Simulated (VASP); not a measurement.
# Si4W (Ccce) in VASP: relaxation of shape and atoms at fixed volume with PBE

Aim: the relaxation of shape and atoms at fixed volume of Si4W with PBE.

All numbers are computed with VASP 6.6.1; they aren't measurements. Logs are shortened: lines on timing, memory, paths and dates and some standing lists are left out, and cuts for length are marked.

## 1. The cell of the first run

Symmetry: Ccce, No. 68, orthorhombic system. Conventional cell: a = 6.205 Å, b = 7.355 Å, c = 6.129 Å, α = 90.00°, β = 90.00°, γ = 90.00°. Si (site symmetry 1) has 6 Si at 2.30 to 2.76 Å and 3 W at 2.53 to 2.97 Å within 3.0 Å. Within 3.3 Å of W (site symmetry 222) lie 12 Si at 2.53 to 2.97 Å.

## 2. Relaxation of shape and atoms at fixed volume, PBE (13.98 Å³/atom)

File INCAR:

```
SYSTEM = Si4W
PREC = Accurate ; ENCUT = 600
EDIFF = 1E-7 ; ISMEAR = 0
SIGMA = 0.1 ; LREAL = .FALSE.
LASPH = .TRUE. ; NELM = 100
ALGO = Normal ; ISIF = 4
LWAVE = .FALSE. ; LCHARG = .FALSE.
GGA = PE ; IBRION = 2
NSW = 50 ; EDIFFG = -0.01
```

File KPOINTS:

```
Automatic mesh
0
G
  6 6 6
  0 0 0
```

File POSCAR:

```
Si4W
1.0
    3.1022575427     -3.6777215638      0.0000000000
    3.1022575427      3.6777215638      0.0000000000
    0.0000000000      0.0000000000      6.1285924480
Si W
8 2
Direct
    0.5024505259      0.7614848049      0.1407591298
    0.4975494741      0.2385151951      0.1407591298
    0.2385151951      0.4975494741      0.8592408702
    0.7614848049      0.5024505259      0.8592408702
    0.0024505259      0.2614848049      0.3592408702
    0.7385151951      0.9975494741      0.6407591298
    0.9975494741      0.7385151951      0.3592408702
    0.2614848049      0.0024505259      0.6407591298
    0.0000000000      0.0000000000      0.0000000000
    0.5000000000      0.5000000000      0.5000000000
```

Potentials or basis: VASP PAW PBE potentials, release 64 (Si, W_sv).

Command:

```sh
> cat potpaw_PBE.64/Si/POTCAR potpaw_PBE.64/W_sv/POTCAR > POTCAR
> mpirun -np 1 vasp_std > vasp.out
```

OUTCAR:

```text
SYSTEM = Si4W
   PREC = Accurate
   ENCUT = 600
   EDIFF = 1E-7
   ISMEAR = 0
   LREAL = .FALSE.
   LASPH = .TRUE.
   NELM = 100
   ISIF = 4
   GGA = PE
   IBRION = 2
   NSW = 50
   EDIFFG = -0.01

 ion  position               nearest neighbor table
   1  0.502  0.761  0.141-   2 2.30   3 2.38   2 2.51  10 2.53   4 2.57   9 2.62   7 2.75   7 2.76
                             9 2.97
   2  0.498  0.239  0.141-   1 2.30   4 2.38   1 2.51  10 2.53   3 2.57   9 2.62   5 2.75   5 2.76
                             9 2.97
   3  0.239  0.498  0.859-   4 2.30   1 2.38   4 2.51  10 2.53   2 2.57   9 2.62   8 2.75   8 2.76
                             9 2.97
   4  0.761  0.502  0.859-   3 2.30   2 2.38   3 2.51  10 2.53   1 2.57   9 2.62   6 2.75   6 2.76
                             9 2.97
   5  0.002  0.261  0.359-   7 2.30   6 2.38   7 2.51   9 2.53   8 2.57  10 2.62   2 2.75   2 2.76
                            10 2.97
   6  0.739  0.998  0.641-   8 2.30   5 2.38   8 2.51   9 2.53   7 2.57  10 2.62   4 2.75   4 2.76
                            10 2.97
   7  0.998  0.739  0.359-   5 2.30   8 2.38   5 2.51   9 2.53   6 2.57  10 2.62   1 2.75   1 2.76
                            10 2.97
   8  0.261  0.002  0.641-   6 2.30   7 2.38   6 2.51   9 2.53   5 2.57  10 2.62   3 2.75   3 2.76
                            10 2.97
   9  0.000  0.000  0.000-   5 2.53   6 2.53   7 2.53   8 2.53   1 2.62   2 2.62   3 2.62   4 2.62
                             1 2.97   4 2.97   3 2.97   2 2.97
  10  0.500  0.500  0.500-   1 2.53   2 2.53   3 2.53   4 2.53   5 2.62   6 2.62   7 2.62   8 2.62
                             5 2.97   8 2.97   6 2.97   7 2.97

  LATTYP: Found a base centered orthorhombic cell.
 ALAT       =     6.2045150854
 B/A-ratio  =     1.1854984679
 C/A-ratio  =     0.9877633246

  Lattice vectors:

 A1 = (   3.1022575427,  -3.6777215638,   0.0000000000)
 A2 = (   3.1022575427,   3.6777215638,   0.0000000000)
 A3 = (   0.0000000000,   0.0000000000,   6.1285924480)

Analysis of symmetry for initial positions (statically):
=====================================================================
 Subroutine PRICEL returns:
 Original cell was already a primitive cell.

 Routine SETGRP: Setting up the symmetry group for a
 base centered orthorhombic supercell.

 Subroutine GETGRP returns: Found  8 space group operations
 (whereof  4 operations were pure point group operations)
 out of a pool of  8 trial point group operations.

The static configuration has the point symmetry D_2 .
 The point group associated with its full space group is D_2h.

Analysis of symmetry for dynamics (positions and initial velocities):
=====================================================================
 Subroutine PRICEL returns:
 Original cell was already a primitive cell.

 Routine SETGRP: Setting up the symmetry group for a
 base centered orthorhombic supercell.

 Subroutine GETGRP returns: Found  8 space group operations
 (whereof  4 operations were pure point group operations)
 out of a pool of  8 trial point group operations.

The dynamic configuration has the point symmetry D_2 .
 The point group associated with its full space group is D_2h.

 Subroutine INISYM returns: Found  8 space group operations
 (whereof  4 operations are pure point group operations),
 and found     1 'primitive' translations

----------------------------------------------------------------------------------------

                                     Primitive cell

  volume of cell :     139.8452

  direct lattice vectors                    reciprocal lattice vectors
     3.102257543 -3.677721564  0.000000000     0.161172950 -0.135953740  0.000000000
     3.102257543  3.677721564  0.000000000     0.161172950  0.135953740  0.000000000
     0.000000000  0.000000000  6.128592448     0.000000000  0.000000000  0.163169604

  length of vectors
     4.811407046  4.811407046  6.128592448     0.210855731  0.210855731  0.163169604

  position of ions in fractional coordinates (direct lattice)
     0.502450526  0.761484805  0.140759130
     0.497549474  0.238515195  0.140759130
     0.238515195  0.497549474  0.859240870
     0.761484805  0.502450526  0.859240870
     0.002450526  0.261484805  0.359240870
     0.738515195  0.997549474  0.640759130
     0.997549474  0.738515195  0.359240870
     0.261484805  0.002450526  0.640759130
     0.000000000  0.000000000  0.000000000
     0.500000000  0.500000000  0.500000000

  ion indices of the primitive-cell ions
   primitive index   ion index
                 1           1
                 2           2
                 3           3
                 4           4
                 5           5
                 6           6
                 7           7
                 8           8
                 9           9
                10          10

----------------------------------------------------------------------------------------

 KPOINTS: Automatic mesh

Automatic generation of k-mesh.
 Grid dimensions read from file:
 generate k-points for:    6    6    6

 Generating k-lattice:

  Cartesian coordinates                     Fractional coordinates (reciprocal lattice)
     0.026862158 -0.022658957  0.000000000     0.166666667 -0.000000000  0.000000000
     0.026862158  0.022658957  0.000000000    -0.000000000  0.166666667  0.000000000
     0.000000000  0.000000000  0.027194934     0.000000000  0.000000000  0.166666667

  Length of vectors
     0.035142622  0.035142622  0.027194934

  Shift w.r.t. Gamma in fractional coordinates (k-lattice)
     0.000000000  0.000000000  0.000000000

 Subroutine IBZKPT returns following result:
 ===========================================

 Found     52 irreducible k-points:

 Following reciprocal coordinates:
            Coordinates               Weight
  0.000000  0.000000  0.000000      1.000000
  0.166667 -0.000000  0.000000      4.000000
  0.333333 -0.000000  0.000000      4.000000
  0.500000  0.000000  0.000000      2.000000
  0.166667  0.166667  0.000000      2.000000
  0.333333  0.166667  0.000000      4.000000
[... 16 lines left out ...]
  0.333333  0.333333  0.166667      4.000000
  0.500000  0.333333  0.166667      8.000000
 [... further k-points ...]
   k-points           NKPTS =     52   k-points in BZ     NKDIM =     52   number of bands    NBANDS=     36
   number of dos      NEDOS =    301   number of ions     NIONS =     10
   total plane-waves  NPLWV =  80000
   dimension x,y,z NGX =    40 NGY =   40 NGZ =   50
   dimension x,y,z NGXF=    80 NGYF=   80 NGZF=  100
   ions per type =               8   2
   NGX,Y,Z   is equivalent  to a cutoff of  13.82, 13.82, 13.56 a.u.
   NGXF,Y,Z  is equivalent  to a cutoff of  27.64, 27.64, 27.13 a.u.
 SYSTEM =  Si4W
   PREC   = accura    normal or accurate (medium, high low for compatibility)
   ISTART =      0    job   : 0-new  1-cont  2-samecut
   ICHARG =      2    charge: 1-file 2-atom 10-const
   ISPIN  =      1    spin polarized calculation?
   LNONCOLLINEAR =      F non collinear calculations
   LSORBIT =      F    spin-orbit coupling
   LASPH  =      T    aspherical Exc in radial PAW
   ENCUT  =  600.0 eV  44.10 Ry    6.64 a.u.   9.61  9.61 12.24*2*pi/ulx,y,z
   NELM   =    100;   NELMIN=  2; NELMDL= -5     # of ELM steps
   EDIFF  = 0.1E-06   stopping-criterion for ELM
   LREAL  =      F    real-space projection
   EDIFFG = -.1E-01   stopping-criterion for IOM
   NSW    =     50    number of steps for IOM
   IBRION =      2    ionic relax: 0-MD 1-quasi-New 2-CG
   NFREE  =      1    steps in history (QN), initial steepest desc. (CG)
   ISIF   =      4    stress and relaxation
   ISYM   =      2    0-nonsym 1-usesym 2-fastsym
   POTIM  = 0.5000    time-step for ionic-motion
   TEBEG  =    0.0;   TEEND  =   0.0 temperature during run
   PSTRESS=    0.0 pullay stress
   NELECT =      60.0000    total number of electrons
   NUPDOWN=      -1.0000    fix difference up-down
   EMIN   =  10.00;   EMAX   =-10.00  energy-range for DOS
   EFERMI =   0.00;   METHOD = LEGACY
   ISMEAR =     0;   SIGMA  =   0.10  broadening in eV -4-tet -1-fermi 0-gaus
   EFERMI_NEDOS =   21; number of points for ismear=-14 and -15
   IALGO  =     38    algorithm
   IMIX   =      4    mixing-type and parameters
     AMIX     =   0.40;   BMIX     =  1.00
     AMIX_MAG =   1.60;   BMIX_MAG =  1.00
  volume/ion in A,a.u.               =      13.98        94.37
  Fermi-wavevector in a.u.,A,eV,Ry     =   1.234742  2.333323 20.743265  1.524587
  Thomas-Fermi vector in A             =   2.369419
   LORBIT       =      0    0 simple, 1 ext, 2 COOP (PROOUT), +10 PAW based schemes
   GGA     = PE    functional components
   LHFCALC =     F    Hartree Fock is set to
   AEXX    =    0.0000 exact exchange contribution
   IVDW    =     0    specifies the selected vdW correction
   LEPSILON=     F    determine dielectric tensor
   LRPA    =     F    only Hartree local field effects (RPA)
 conjugate gradient relaxation of ions
 non-spin polarized calculation
 Gauss-broadening in eV      SIGMA  =   0.10
  energy-cutoff  :      600.00
  volume of cell :      139.85
 maximum number of plane-waves:      4707
 NGX is ok and might be reduce to    40
   NGX = 19   NGY = 19   NGZ = 25

--------------------------------------- Ionic step        1  -------------------------------------------

 number of electron      59.9999999 magnetization

 Free energy of the ion-electron system (eV)
  ---------------------------------------------------
  ext. energy  EPLUGINS =         0.00000000
  ---------------------------------------------------
  free energy    TOTEN  =       -68.31327995 eV

  energy without entropy =      -68.29918362  energy(sigma->0) =      -68.30623178

------------------------ aborting loop because EDIFF is reached ----------------------------------------

  FORCE on cell =-STRESS in cart. coord.  units (eV):
  Direction    XX          YY          ZZ          XY          YZ          ZX
  --------------------------------------------------------------------------------------
  -------------------------------------------------------------------------------------
  Total        9.6461424      8.0293613      9.8216064      0.0000000      0.0000000      0.0000000
  in kB      110.5138778     91.9907485    112.5241335      0.0000000      0.0000000      0.0000000
  external PRESSURE =     105.0095866 kB  Pullay stress =       0.0000000 kB
[... 293 lines left out ...]
  energy  without entropy=      -68.3047441676  energy(sigma->0) =      -68.31318600

--------------------------------------- Ionic step        8  -------------------------------------------

 number of electron      60.0000001 magnetization

 Free energy of the ion-electron system (eV)
  ---------------------------------------------------
  ext. energy  EPLUGINS =         0.00000000
  ---------------------------------------------------
  free energy    TOTEN  =       -68.32165608 eV

  energy without entropy =      -68.30479466  energy(sigma->0) =      -68.31322537

 E-fermi :  10.9860     XC(G=0): -11.8682

 val. band max:       10.9686807302   @ k =   0.5000   0.0000   0.5000
 cond. band min:      10.9978165630   @ k =   0.5000   0.1667   0.1667
 fundamental gap:      0.0291358328
 Fermi energy:        10.9860247820

 k-point     1 :       0.0000    0.0000    0.0000
  band No.  band energies     occupation
      1     -62.9284      2.00000
      2     -62.9283      2.00000
      3     -27.2891      2.00000
      4     -27.2877      2.00000
      5     -27.2133      2.00000
      6     -27.2037      2.00000
[... 925 lines left out ...]
     35      13.5903      0.00000
     36      13.7839      0.00000

 [... further k-points ...]

------------------------ aborting loop because EDIFF is reached ----------------------------------------

  FORCE on cell =-STRESS in cart. coord.  units (eV):
  Direction    XX          YY          ZZ          XY          YZ          ZX
  --------------------------------------------------------------------------------------
  -------------------------------------------------------------------------------------
  Total        8.6361805      8.6429860      8.6330555      0.0000000      0.0000000      0.0000000
  in kB       98.9429513     99.0209201     98.9071490      0.0000000      0.0000000      0.0000000
  external PRESSURE =      98.9570068 kB  Pullay stress =       0.0000000 kB
[... 25 lines left out ...]
  FREE ENERGIE OF THE ION-ELECTRON SYSTEM (eV)
  ---------------------------------------------------
  free  energy   TOTEN  =       -68.3216560766 eV

  energy  without entropy=      -68.3047946588  energy(sigma->0) =      -68.31322537

 reached required accuracy - stopping structural energy minimisation
```

Run time: 15 min. Hardware: 1 thread of AMD EPYC 9R14 (Zen 4), shared host; peak memory 0.42 GiB.

What came out:

- Free energy: -68.3217 eV
- Energy gained by relaxing: 0.8 meV/atom
- Ionic steps: 8
- Pressure after relaxing: 9.9 GPa
- Band gap on the k mesh: zero (bands 30 and 31 overlap by 0.77 eV)

Forces in eV/Å, atoms in the order of the input:
```
Si   0.002  0.001  0.000
Si  -0.002 -0.001  0.000
Si  -0.002  0.001  0.000
Si   0.002 -0.001  0.000
Si   0.002  0.001  0.000
Si  -0.002  0.001  0.000
Si  -0.002 -0.001  0.000
Si   0.002 -0.001  0.000
W    0.000  0.000  0.000
W    0.000  0.000  0.000
```

The path:
```tsv
step	energy change (eV)	largest force (eV/Å)	pressure (GPa)	volume (Å³)
1	0.0000	0.0491	10.50	139.85
2	-0.0065	0.0451	10.14	139.85
3	-0.0070	0.0547	10.00	139.85
4	-0.0079	0.0388	9.89	139.85
5	-0.0080	0.0269	9.92	139.85
6	-0.0083	0.0125	9.91	139.85
7	-0.0083	0.0107	9.89	139.85
8	-0.0084	0.0025	9.90	139.85
```

Final structure:
```
Si W
1.0
     3.11749   -3.64605    0.00000
     3.11749    3.64605    0.00000
     0.00000    0.00000    6.15163
Si W
8 2
Cartesian
  3.9352 0.9505 0.8669
  2.2998 -0.9505 0.8669
  2.2998 0.9505 5.2847
  3.9352 -0.9505 5.2847
  0.8177 0.9505 2.2089
  5.4173 0.9505 3.9427
  5.4173 -0.9505 2.2089
  0.8177 -0.9505 3.9427
  3.1175 -3.6460 6.1516
  3.1175 0.0000 3.0758
```

Levels at points of the mesh, in eV from the Fermi level:
| k point | band 27 | band 28 | band 29 | band 30 | band 31 | band 32 | band 33 | band 34 |
| --- | --- | --- | --- | --- | --- | --- | --- | --- |
| (0.00, 0.00, 0.00) | -2.46 | -1.51 | -0.75 | -0.71 | -0.49 | 1.13 | 1.68 | 2.22 |
| (0.50, 0.00, 0.00) | -1.84 | -1.84 | -0.37 | -0.37 | 0.48 | 0.48 | 2.11 | 2.11 |
| (0.50, 0.50, 0.00) | -0.98 | -0.89 | -0.85 | -0.11 | 0.22 | 0.92 | 1.88 | 1.90 |
| (0.00, 0.00, 0.50) | -1.79 | -1.79 | -1.62 | -1.62 | -0.18 | -0.18 | 1.78 | 1.78 |
| (0.50, 0.00, 0.50) | -2.28 | -2.28 | -0.02 | -0.02 | 1.31 | 1.31 | 1.76 | 1.76 |
| (0.50, 0.50, 0.50) | -1.62 | -1.62 | -0.56 | -0.56 | -0.45 | -0.45 | 2.51 | 2.51 |

Caveat: spin-orbit coupling is left out, which moves the levels of the heavy elements.

The gap in the log of VASP goes by the Fermi energy; the results here count the filled bands.